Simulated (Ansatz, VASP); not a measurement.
**One calculation of HgTe, two programs**

Contents of INCAR:

```
ALGO = Normal
EDIFF = 1E-8
ENCUT = 520
GGA = CA
ISIF = 2
ISMEAR = -1
LASPH = True
LCHARG = False
LEFG = True
LREAL = False
LWAVE = False
NBANDS = 16
NELM = 80
PREC = Accurate
SIGMA = 0.08
```

The input KPOINTS:

```
k-points
0
Gamma
  10 10 10
```

File POSCAR:

```
HgTe
1.0
    0.0000000000      2.9215000000      2.9215000000
    2.9215000000      0.0000000000      2.9215000000
    2.9215000000      2.9215000000      0.0000000000
Hg Te
1 1
Direct
    0.0000000000      0.0000000000      0.0000000000
    0.5000000000      0.5000000000      0.5000000000
```

Input for Ansatz:

```yaml
crystal:
  lattice:
    - [0.0, 2.9215, 2.9215]
    - [2.9215, 0.0, 2.9215]
    - [2.9215, 2.9215, 0.0]
  atoms:
    - { symbol: Hg, position: [0.0, 0.0, 0.0] }
    - { symbol: Te, position: [0.5, 0.5, 0.5] }
kpoints:
  mp_grid: { grid: [10, 10, 10] }
  band_path:
    path:
      - [0.0, 0.0, 0.0]
      - [0.5, 0.0, 0.5]
      - [0.625, 0.25, 0.625]
      - [0.375, 0.375, 0.75]
      - [0.0, 0.0, 0.0]
      - [0.5, 0.5, 0.5]
      - [0.5, 0.25, 0.75]
      - [0.5, 0.0, 0.5]
    npoints: 5
scf:
  occupations: { method: fermi_dirac, width: 0.08 }
hamiltonian:
  xc: lda
  pseudopotentials: { kind: paw }
output:
  forces: true
  stress: true
  eigenvalues: true
  efg: { contact_densities: true }
```

Alike in both runs: task electric field gradients; functional LDA; k mesh 10 × 10 × 10; occupations fermi-dirac, width 0.08 eV; no spin polarisation.

|  | VASP | Ansatz |
| --- | --- | --- |
| version | VASP 6.6.1 | Ansatz 0.2.0 |
| potentials or method | VASP PAW LDA potentials, release 64 (Hg, Te) | PAW with Ansatz's default frozen-core files, scalar-relativistic |
| plane-wave cutoff (eV) | 520 | 420 |
| valence electrons in the cell | 18 | 36 |

```tsv
	VASP	Ansatz	Ansatz less VASP
pressure (GPa)	4.4	3.8	-0.55
```

LDA's correlation is that of Perdew and Zunger in VASP and of Perdew and Wang (1992) in Ansatz. VASP's potentials hold 18 valence electrons a cell and Ansatz's 36, so a difference there can come from the potentials and not from the codes.

Neither program's run includes spin-orbit coupling.
